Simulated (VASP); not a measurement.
# Sc (Im-3m) in VASP: a series of runs

The runs below take Sc through relaxation of cell and atoms, single point, with LDA.

Program: VASP 6.6.1. These are calculated values, not measurements. Logs are shortened: lines on timing, memory, paths and dates and some standing lists are left out, and cuts for length are marked.

## 1. The cell of the first run

It takes space group Im-3m (No. 229, cubic). The conventional cell has a = 3.680 Å, b = 3.680 Å, c = 3.680 Å, α = 90.00°, β = 90.00°, γ = 90.00°. Within 4.2 Å of Sc (site symmetry m-3m) lie 14 Sc at 3.19 to 3.68 Å.

This isn't the form of Sc at room conditions, which is hcp.

## 2. Relaxation of cell and atoms, LDA

INCAR

```
ALGO = Normal
EDIFF = 1E-7
EDIFFG = -0.02
ENCUT = 500
GGA_COMPAT = False
IBRION = 2
ISIF = 3
ISMEAR = 0
LASPH = True
LCHARG = False
LREAL = False
LWAVE = False
NELM = 120
NELMIN = 4
NSW = 80
PREC = Accurate
SIGMA = 0.1
```

KPOINTS

```
k-points
0
Gamma
  9 9 9
```

POSCAR

```
Sc
1.0
   -1.8400000000      1.8400000000      1.8400000000
    1.8400000000     -1.8400000000      1.8400000000
    1.8400000000      1.8400000000     -1.8400000000
Sc
1
Direct
    0.0000000000      0.0000000000      0.0000000000
```

Potentials or basis: VASP PAW LDA potentials, release 64 (Sc_sv).

On the command line:

```sh
$ cat potpaw_LDA.64/Sc_sv/POTCAR > POTCAR
$ mpirun -np 1 vasp_std > vasp.out
```

OUTCAR:

```text
EDIFF = 1E-7
   EDIFFG = -0.02
   ENCUT = 500
   IBRION = 2
   ISIF = 3
   ISMEAR = 0
   LASPH = True
   LREAL = False
   NELM = 120
   NELMIN = 4
   NSW = 80
   PREC = Accurate

 ion  position               nearest neighbor table
   1  0.000  0.000  0.000-

  LATTYP: Found a body centered cubic cell.
 ALAT       =     3.6800000000

  Lattice vectors:

 A1 = (  -1.8400000000,   1.8400000000,   1.8400000000)
 A2 = (   1.8400000000,  -1.8400000000,   1.8400000000)
 A3 = (   1.8400000000,   1.8400000000,  -1.8400000000)

Analysis of symmetry for initial positions (statically):
=====================================================================
 Subroutine PRICEL returns:
 Original cell was already a primitive cell.

 Routine SETGRP: Setting up the symmetry group for a
 body centered cubic supercell.

 Subroutine GETGRP returns: Found 48 space group operations
 (whereof 48 operations were pure point group operations)
 out of a pool of 48 trial point group operations.

The static configuration has the point symmetry O_h .

Analysis of symmetry for dynamics (positions and initial velocities):
=====================================================================
 Subroutine PRICEL returns:
 Original cell was already a primitive cell.

 Routine SETGRP: Setting up the symmetry group for a
 body centered cubic supercell.

 Subroutine GETGRP returns: Found 48 space group operations
 (whereof 48 operations were pure point group operations)
 out of a pool of 48 trial point group operations.

The dynamic configuration has the point symmetry O_h .

 Subroutine INISYM returns: Found 48 space group operations
 (whereof 48 operations are pure point group operations),
 and found     1 'primitive' translations

----------------------------------------------------------------------------------------

                                     Primitive cell

  volume of cell :      24.9180

  direct lattice vectors                    reciprocal lattice vectors
    -1.840000000  1.840000000  1.840000000     0.000000000  0.271739130  0.271739130
     1.840000000 -1.840000000  1.840000000     0.271739130  0.000000000  0.271739130
     1.840000000  1.840000000 -1.840000000     0.271739130  0.271739130  0.000000000

  length of vectors
     3.186973486  3.186973486  3.186973486     0.384297164  0.384297164  0.384297164

  position of ions in fractional coordinates (direct lattice)
     0.000000000  0.000000000  0.000000000

  ion indices of the primitive-cell ions
   primitive index   ion index
                 1           1

----------------------------------------------------------------------------------------

 KPOINTS: k-points

Automatic generation of k-mesh.
 Grid dimensions read from file:
 generate k-points for:    9    9    9

 Generating k-lattice:

  Cartesian coordinates                     Fractional coordinates (reciprocal lattice)
     0.000000000  0.030193237  0.030193237     0.111111111  0.000000000  0.000000000
     0.030193237  0.000000000  0.030193237     0.000000000  0.111111111  0.000000000
     0.030193237  0.030193237  0.000000000     0.000000000  0.000000000  0.111111111

  Length of vectors
     0.042699685  0.042699685  0.042699685

  Shift w.r.t. Gamma in fractional coordinates (k-lattice)
     0.000000000  0.000000000  0.000000000

 Subroutine IBZKPT returns following result:
 ===========================================

 Found     35 irreducible k-points:

 Following reciprocal coordinates:
            Coordinates               Weight
  0.000000  0.000000  0.000000      1.000000
  0.111111  0.000000  0.000000     12.000000
  0.222222  0.000000  0.000000     12.000000
  0.333333  0.000000  0.000000     12.000000
  0.444444  0.000000  0.000000     12.000000
  0.111111  0.111111  0.000000     24.000000
[... 16 lines left out ...]
 -0.333333  0.444444  0.111111     48.000000
 -0.444444 -0.444444  0.111111     24.000000
 [... further k-points ...]
   k-points           NKPTS =     35   k-points in BZ     NKDIM =     35   number of bands    NBANDS=      9
   number of dos      NEDOS =    301   number of ions     NIONS =      1
   total plane-waves  NPLWV =  13824
   dimension x,y,z NGX =    24 NGY =   24 NGZ =   24
   dimension x,y,z NGXF=    48 NGYF=   48 NGZF=   48
   ions per type =               1
   NGX,Y,Z   is equivalent  to a cutoff of  12.52, 12.52, 12.52 a.u.
   NGXF,Y,Z  is equivalent  to a cutoff of  25.04, 25.04, 25.04 a.u.
 SYSTEM =  unknown system
   PREC   = accura    normal or accurate (medium, high low for compatibility)
   ISTART =      0    job   : 0-new  1-cont  2-samecut
   ICHARG =      2    charge: 1-file 2-atom 10-const
   ISPIN  =      1    spin polarized calculation?
   LNONCOLLINEAR =      F non collinear calculations
   LSORBIT =      F    spin-orbit coupling
   LASPH  =      T    aspherical Exc in radial PAW
   ENCUT  =  500.0 eV  36.75 Ry    6.06 a.u.   5.81  5.81  5.81*2*pi/ulx,y,z
   NELM   =    120;   NELMIN=  4; NELMDL= -5     # of ELM steps
   EDIFF  = 0.1E-06   stopping-criterion for ELM
   LREAL  =      F    real-space projection
   EDIFFG = -.2E-01   stopping-criterion for IOM
   NSW    =     80    number of steps for IOM
   IBRION =      2    ionic relax: 0-MD 1-quasi-New 2-CG
   NFREE  =      1    steps in history (QN), initial steepest desc. (CG)
   ISIF   =      3    stress and relaxation
   ISYM   =      2    0-nonsym 1-usesym 2-fastsym
   POTIM  = 0.5000    time-step for ionic-motion
   TEBEG  =    0.0;   TEEND  =   0.0 temperature during run
   PSTRESS=    0.0 pullay stress
   NELECT =      11.0000    total number of electrons
   NUPDOWN=      -1.0000    fix difference up-down
   EMIN   =  10.00;   EMAX   =-10.00  energy-range for DOS
   EFERMI =   0.00;   METHOD = LEGACY
   ISMEAR =     0;   SIGMA  =   0.10  broadening in eV -4-tet -1-fermi 0-gaus
   EFERMI_NEDOS =   21; number of points for ismear=-14 and -15
   IALGO  =     38    algorithm
   IMIX   =      4    mixing-type and parameters
     AMIX     =   0.40;   BMIX     =  1.00
     AMIX_MAG =   1.60;   BMIX_MAG =  1.00
  volume/ion in A,a.u.               =      24.92       168.16
  Fermi-wavevector in a.u.,A,eV,Ry     =   1.246526  2.355592 21.141091  1.553826
  Thomas-Fermi vector in A             =   2.380699
   LORBIT       =      0    0 simple, 1 ext, 2 COOP (PROOUT), +10 PAW based schemes
   GGA     = CA    functional components
   LHFCALC =     F    Hartree Fock is set to
   AEXX    =    0.0000 exact exchange contribution
   IVDW    =     0    specifies the selected vdW correction
   LEPSILON=     F    determine dielectric tensor
   LRPA    =     F    only Hartree local field effects (RPA)
 conjugate gradient relaxation of ions
 non-spin polarized calculation
 Gauss-broadening in eV      SIGMA  =   0.10
  energy-cutoff  :      500.00
  volume of cell :       24.92
 maximum number of plane-waves:       650
   NGX = 11   NGY = 11   NGZ = 11

--------------------------------------- Ionic step        1  -------------------------------------------

 number of electron      11.0000001 magnetization

 Free energy of the ion-electron system (eV)
  ---------------------------------------------------
  ext. energy  EPLUGINS =         0.00000000
  ---------------------------------------------------
  free energy    TOTEN  =        -6.57738584 eV

  energy without entropy =       -6.56519000  energy(sigma->0) =       -6.57128792

------------------------ aborting loop because EDIFF is reached ----------------------------------------

  FORCE on cell =-STRESS in cart. coord.  units (eV):
  Direction    XX          YY          ZZ          XY          YZ          ZX
  --------------------------------------------------------------------------------------
  -------------------------------------------------------------------------------------
  Total       -0.7256724     -0.7256724     -0.7256724      0.0000000      0.0000000     -0.0000000
  in kB      -46.6592449    -46.6592449    -46.6592449      0.0000000      0.0000000     -0.0000000
  external PRESSURE =     -46.6592449 kB  Pullay stress =       0.0000000 kB
[... 55 lines left out ...]
  energy  without entropy=       -6.5944486833  energy(sigma->0) =       -6.60164783

--------------------------------------- Ionic step        3  -------------------------------------------

 number of electron      10.9999997 magnetization

 Free energy of the ion-electron system (eV)
  ---------------------------------------------------
  ext. energy  EPLUGINS =         0.00000000
  ---------------------------------------------------
  free energy    TOTEN  =        -6.61020387 eV

  energy without entropy =       -6.59626379  energy(sigma->0) =       -6.60323383

 E-fermi :   4.0411     XC(G=0): -10.4765

 val. band max:        4.0175825590   @ k =   0.3333   0.2222   0.1111
 cond. band min:       4.0459999390   @ k =   0.2222   0.2222   0.1111
 fundamental gap:      0.0284173800
 Fermi energy:         4.0411037992

 k-point     1 :       0.0000    0.0000    0.0000
  band No.  band energies     occupation
      1     -44.7371      2.00000
      2     -23.4246      2.00000
      3     -23.4246      2.00000
      4     -23.4246      2.00000
      5      -1.2824      2.00000
      6       5.5255      0.00000
      7       5.5255      0.00000
      8       5.5255      0.00000
      9       7.1239      0.00000
[... 265 lines left out ...]
 k-point    24 :      -0.4444   -0.4444    0.1111
  band No.  band energies     occupation
      1     -44.6267      2.00000
      2     -23.9003      2.00000
      3     -23.6732      2.00000
      4     -23.5075      2.00000
      5       2.8561      2.00000
      6       3.9448      1.82662
      7       4.6162      0.00000
      8       6.5698      0.00000
      9       7.9103      0.00000

 [... further k-points ...]

------------------------ aborting loop because EDIFF is reached ----------------------------------------

  FORCE on cell =-STRESS in cart. coord.  units (eV):
  Direction    XX          YY          ZZ          XY          YZ          ZX
  --------------------------------------------------------------------------------------
  -------------------------------------------------------------------------------------
  Total        0.0031955      0.0031955      0.0031955      0.0000000      0.0000000      0.0000000
  in kB        0.2246746      0.2246746      0.2246746      0.0000000      0.0000000      0.0000000
  external PRESSURE =       0.2246746 kB  Pullay stress =       0.0000000 kB
[... 16 lines left out ...]
  FREE ENERGIE OF THE ION-ELECTRON SYSTEM (eV)
  ---------------------------------------------------
  free  energy   TOTEN  =        -6.6102038741 eV

  energy  without entropy=       -6.5962637928  energy(sigma->0) =       -6.60323383

 reached required accuracy - stopping structural energy minimisation
```

Wall time 7.5 s (1 thread of Intel Xeon Platinum 8488C (Sapphire Rapids), shared host); peak memory 0.13 GiB.

What came out:

| Quantity | Value |
| --- | --- |
| Free energy | -6.6102 eV |
| Relaxed volume | 22.79 Å³/atom |
| Relaxed cell | a = 3.093 Å, b = 3.093 Å, c = 3.093 Å, α = 109.47°, β = 109.47°, γ = 109.47° |
| Space group after relaxing (to 0.1 Å) | Im-3m (No. 229) |
| Energy gained by relaxing | 32.8 meV/atom |
| Ionic steps | 3 |
| Pressure after relaxing | 0.0 GPa |
| Band gap on the k mesh | zero (an odd number of electrons rules out a gap without spin polarisation) |

The path:
```csv
step,energy change (eV),largest force (eV/Å),pressure (GPa),volume (Å³)
1,0.0000,0.0000,-4.67,24.92
2,-0.0315,0.0000,1.09,22.39
3,-0.0328,0.0000,0.02,22.79
```

Final structure:
```cif
data_structure
_symmetry_space_group_name_H-M 'P 1'
_symmetry_Int_Tables_number 1
_cell_length_a 3.0934
_cell_length_b 3.0934
_cell_length_c 3.0934
_cell_angle_alpha 109.471
_cell_angle_beta 109.471
_cell_angle_gamma 109.471
_cell_volume 22.79
loop_
_atom_site_label
_atom_site_type_symbol
_atom_site_fract_x
_atom_site_fract_y
_atom_site_fract_z
_atom_site_occupancy
Sc1 Sc 0.00000 0.00000 0.00000 1
```

[end of part 1 of 2]
